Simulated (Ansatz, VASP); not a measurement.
**One calculation of Al3Pd, two programs**

```xyz
4
Lattice="3.9469 0.0000 0.0000 0.0000 3.9469 0.0000 0.0000 0.0000 3.9469" Properties=species:S:1:pos:R:3 pbc="T T T"
Al    0.0000    1.9735    1.9735
Al    1.9735    0.0000    1.9735
Al    1.9735    1.9735    0.0000
Pd    0.0000    0.0000    0.0000
```

Alike in both runs: task single point; functional PBE; k mesh 10 × 10 × 10; occupations gaussian, width 0.05 eV; no spin polarisation.

```csv
,VASP,Ansatz
version,VASP 6.6.1,Ansatz 0.2.0
potentials or method,"VASP PAW PBE potentials, release 64 (Al, Pd), cutoff 520 eV","scalar-relativistic, plane waves, PAW"
valence electrons in the cell,19,27
```

```tsv
	VASP	Ansatz	Ansatz less VASP
gap on the k mesh at the Fermi level (eV)	none	none	-
pressure (GPa)	1.2	1.2	+0.02
```

A gap of «none» marks a metal or a gap that the smearing closes. VASP's potentials hold 19 valence electrons a cell and Ansatz's 27, so a difference there can come from the potentials and not from the codes.
